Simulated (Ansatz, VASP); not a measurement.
Two plane-wave programs on LiCl

```xyz
2
Lattice="0.0000 2.5648 2.4365 2.5648 0.0000 2.4365 2.5648 2.5648 0.0000" Properties=species:S:1:pos:R:3 pbc="T T T"
Li    0.0000    0.0000    0.0000
Cl    2.5648    2.5648    2.4365
```

Change from the starting cell: strain +0.000 along x and y, -0.050 along z, atoms carried along.

Alike in both runs: task single point; functional PBE; k mesh 8 × 8 × 8; occupations gaussian, width 0.05 eV; no spin polarisation.

|  | VASP | Ansatz |
| --- | --- | --- |
| version | VASP 6.6.1 | Ansatz 0.2.0 |
| potentials or method | VASP PAW PBE potentials, release 64 (Li_sv, Cl), cutoff 520 eV | scalar-relativistic, plane waves, PAW |
| valence electrons in the cell | 10 | 10 |

VASP gave:

| Property | Result |
| --- | --- |
| gap on the k mesh at the Fermi level (eV) | 6.59 |
| least direct gap on the mesh (eV) | 6.59 |

Problem. What did Ansatz give for the same quantities?

Solution. gap on the k mesh at the Fermi level (eV): 6.58; least direct gap on the mesh (eV): 6.58.

With one functional, cell and mesh, what is left measures potentials, basis and numerics.

Noted on VASP's run: the cutoff is under 1.25 times that of the potentials, so the pressure is a little rough.
